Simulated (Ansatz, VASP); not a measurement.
## Two plane-wave programs on Si3N4

```
Si N
1.0
    -3.23735    3.23735    3.23735
     3.23735   -3.23735    3.23735
     3.23735    3.23735   -3.23735
Si N
6 8
Direct
  0.25000 0.12500 0.87500
  0.87500 0.25000 0.12500
  0.75000 0.37500 0.62500
  0.62500 0.75000 0.37500
  0.12500 0.87500 0.25000
  0.37500 0.62500 0.75000
  0.56280 0.56280 0.56280
  0.43720 0.50000 0.00000
  0.50000 0.00000 0.93720
  0.00000 0.43720 0.50000
  0.93720 0.50000 0.00000
  0.06280 0.06280 0.06280
  0.00000 0.93720 0.50000
  0.50000 0.00000 0.43720
```

Alike in both runs: task electric field gradients; functional PBE; k mesh 6 × 6 × 6; occupations fermi-dirac, width 0.02 eV; no spin polarisation.

|  | VASP | Ansatz |
| --- | --- | --- |
| version | VASP 6.6.1 | Ansatz 0.2.0 |
| potentials or method | VASP PAW PBE potentials, release 64 (Si, N), cutoff 520 eV | plane-wave PAW, scalar-relativistic |
| valence electrons in the cell | 64 | 64 |

```tsv
	VASP	Ansatz	Ansatz less VASP
gap on the k mesh at the Fermi level (eV)	4.07	4.07	+0.005
pressure (GPa)	1.6	2.0	+0.32
rms of the force components (eV/Å)	0.007	0.009	+0.0023
size of Vzz on the site where it differs most (V/Å²)	55.3	57.8	+2.57
```

Atom by atom the forces differ by 0.002 eV/Å (rms over components). With one functional, cell and mesh, what is left measures potentials, basis and numerics.
